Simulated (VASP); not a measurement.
Input of a VASP 6.6.1 run:

Contents of INCAR:

```
SYSTEM = KCl
ALGO = Normal ; EDIFF = 1E-6
ENCUT = 500 ; GGA = PE
GGA_COMPAT = .FALSE. ; ISIF = 2
ISMEAR = 0 ; LASPH = .TRUE.
LCHARG = .TRUE. ; LELF = .TRUE.
LREAL = .FALSE. ; LVHAR = .TRUE.
LWAVE = .FALSE. ; NBANDS = 15
NELM = 120 ; PREC = Accurate
SIGMA = 0.01
```

KPOINTS

```
k-points
0
G
  4 4 4
  0 0 0
```

Contents of POSCAR:

```
KCl
1.0
    0.0000000000      3.1464700000      3.1464700000
    3.1464700000      0.0000000000      3.1464700000
    3.1464700000      3.1464700000      0.0000000000
K Cl
1 1
Direct
    0.9634600000      0.0352000000      0.0558700000
    0.4739900000      0.5033200000      0.4998500000
```

Potentials or basis: VASP PAW PBE potentials, release 64 (K_sv, Cl).

The run is started by

```bash
$ cat potpaw_PBE.64/K_sv/POTCAR potpaw_PBE.64/Cl/POTCAR > POTCAR
$ mpirun -np 1 vasp_std > vasp.out
```

Problem. Estimate the largest force.

Solution. 0.494 eV/Å.

Problem. Predict the pressure.

Solution. 1.5 GPa.

Problem. What does it give for the band gap on the k mesh?

Solution. 5.21 eV, direct.

Forces in eV/Å, atoms in the order of the input:
```
K   -0.454 -0.178 -0.076
Cl   0.454  0.178  0.076
```

Caveat: the k points lie up to 0.43 Å⁻¹ apart.
